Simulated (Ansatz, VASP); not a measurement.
**Two plane-wave programs on GaSe**

```
Ga Se
1.0
     3.75000    0.00000    0.00000
    -1.87500    3.24760    0.00000
     0.00000    0.00000   15.92000
Ga Se
4 4
Direct
  0.33333 0.66667 0.90000
  0.66667 0.33333 0.40000
  0.33333 0.66667 0.60000
  0.66667 0.33333 0.10000
  0.33333 0.66667 0.17700
  0.66667 0.33333 0.67700
  0.33333 0.66667 0.32300
  0.66667 0.33333 0.82300
```

Alike in both runs: task electric field gradients; functional PBE; k mesh 14 × 14 × 3; occupations tetrahedron; no spin polarisation.

|  | VASP | Ansatz |
| --- | --- | --- |
| version | VASP 6.6.1 | Ansatz 0.2.0 |
| potentials or method | VASP PAW PBE potentials, release 64 (Ga_d, Se) | plane-wave PAW, scalar-relativistic |
| plane-wave cutoff (eV) | 400 | 420 |
| valence electrons in the cell | 76 | 116 |

Ansatz gave:

| Quantity | Value |
| --- | --- |
| rms of the force components (eV/Å) | 0.914 |
| size of Vzz on the site where it differs most (V/Å²) | 240.1 |

Q: What did VASP give for the same quantities?

A: rms of the force components (eV/Å): 0.925; size of Vzz on the site where it differs most (V/Å²): 226.9.

Atom by atom the forces differ by 0.015 eV/Å (rms over components). VASP's potentials hold 76 valence electrons a cell and Ansatz's 116, so a difference there can come from the potentials and not from the codes. Ansatz's warnings: band table not solved further, tetrahedron derivatives may miss energy slope.
